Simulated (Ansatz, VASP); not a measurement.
# Two plane-wave programs on Sc

The input INCAR:

```
SYSTEM = Sc
PREC     = Accurate       ! precision mode
ENCUT    = 520            ! plane-wave cutoff, eV
EDIFF    = 1E-7           ! SCF threshold, eV
ISMEAR   = -1             ! smearing method
SIGMA    = 0.1            ! smearing width, eV
LREAL    = .False.        ! projectors in reciprocal space
LASPH    = .True.         ! aspherical terms in the spheres
NELM     = 60             ! most SCF steps
ALGO     = Normal         ! electronic algorithm
ISIF     = 2              ! what is computed and relaxed
LWAVE    = .False.        ! write WAVECAR
LCHARG   = .True.         ! write CHGCAR
GGA      = RP             ! functional
LELF     = .True.         ! ELF
LVHAR    = .True.       
NBANDS   = 12             ! bands
```

File KPOINTS:

```
Automatic mesh
0
Gamma
  12 12 12
  0 0 0
```

Contents of POSCAR:

```
Sc
1.0
    3.1384630669      0.0000000000      0.0000000000
    0.0000000000      3.1384630669      0.0000000000
    0.0000000000      0.0000000000      3.1384630669
Sc
1
Direct
    0.0000000000      0.0000000000      0.0000000000
```

Input for Ansatz:

```yaml
crystal:
  lattice:
    - [3.1384630669, 0.0, 0.0]
    - [0.0, 3.1384630669, 0.0]
    - [0.0, 0.0, 3.1384630669]
  atoms:
    - { symbol: Sc, position: [0.0, 0.0, 0.0] }
hamiltonian:
  xc: rpbe
  pseudopotentials:
    kind: paw
    azcp:
      Sc: "pseudopotentials/Sc.paw.azcp"
basis:
  ecutwfc: 420
  fft_grid_basis: typed
kpoints:
  mp_grid: { grid: [12, 12, 12], shift: [0, 0, 0] }
magnetization:
  spin_polarized: false
scf:
  occupations: { method: fermi_dirac, width: 0.1 }
  lower_state_search: "off"
output:
  stress: true
  write_density: true
  write_potential: true
  elf: true
  volumetric_format: npy
```

Alike in both runs: task single point; functional RPBE; k mesh 12 × 12 × 12; occupations fermi-dirac, width 0.1 eV; no spin polarisation.

|  | VASP | Ansatz |
| --- | --- | --- |
| version | VASP 6.6.1 | Ansatz 0.2.0 |
| potentials or method | VASP PAW PBE potentials, release 64 (Sc_sv), cutoff 520 eV | plane waves (420 eV) with PAW, scalar-relativistic |
| valence electrons in the cell | 11 | 11 |

```tsv
	VASP	Ansatz	Ansatz less VASP
pressure (GPa)	-3.1	-3.1	-0.01
```

VASP's potentials were made for PBE, not for RPBE.
